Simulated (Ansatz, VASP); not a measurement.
# GaH2 in VASP and in Ansatz

```
CELL_PARAMETERS angstrom
0.00000 1.90204 1.90204
1.90204 0.00000 1.90204
1.90204 1.90204 0.00000
ATOMIC_POSITIONS crystal
Ga 0.00000 0.00000 0.00000
H 0.25000 0.25000 0.25000
H 0.75000 0.75000 0.75000
```

Alike in both runs: task relaxation of cell and atoms; functional PBEsol; k mesh 8 × 8 × 8; occupations gaussian, width 0.1 eV; no spin polarisation.

|  | VASP | Ansatz |
| --- | --- | --- |
| version | VASP 6.6.1 | Ansatz 0.2.0 |
| potentials or method | VASP PAW PBE potentials, release 64 (Ga_d, H_h), cutoff 1230 eV | scalar-relativistic, plane waves, PAW |
| valence electrons in the cell | 15 | 15 |

Ansatz gave:

| Property | Result |
| --- | --- |
| gap on the k mesh at the Fermi level, each at its own relaxed structure (eV) | none |
| relaxed volume (Å³/atom) | 8.91 |
| relaxed length of the cell vector where the two differ most in proportion (Å) | 3.356 |

Estimate VASP's values.

gap on the k mesh at the Fermi level, each at its own relaxed structure (eV): none; relaxed volume (Å³/atom): 8.80; relaxed length of the cell vector where the two differ most in proportion (Å): 3.343.

VASP's potentials were made for PBE, not for PBEsol. A gap of «none» marks a metal or a gap that the smearing closes.

Noted on VASP's run: the volume moved by over 15 % at a fixed basis, so the end points are rough.
